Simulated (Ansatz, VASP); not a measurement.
# As: VASP beside Ansatz

```
CELL_PARAMETERS angstrom
0.00000 2.88159 2.88159
2.88159 0.00000 2.88159
2.88159 2.88159 0.00000
ATOMIC_POSITIONS crystal
As 0.12500 0.12500 0.12500
As 0.87500 0.87500 0.87500
```

Alike in both runs: task single point; functional PBEsol; k mesh 10 × 10 × 10; occupations fermi-dirac, width 0.1 eV; no spin polarisation.

```csv
,VASP,Ansatz
version,VASP 6.6.1,Ansatz 0.2.0
potentials or method,"VASP PAW PBE potentials, release 64 (As), cutoff 520 eV","plane waves (420 eV) with PAW, scalar-relativistic"
valence electrons in the cell,10,30
```

|  | VASP | Ansatz | Ansatz less VASP |
| --- | --- | --- | --- |
| pressure (GPa) | 8.5 | 8.1 | -0.41 |

VASP's potentials were made for PBE, not for PBEsol, and Ansatz warns of the same on its side. VASP's potentials hold 10 valence electrons a cell and Ansatz's 30, so a difference there can come from the potentials and not from the codes.
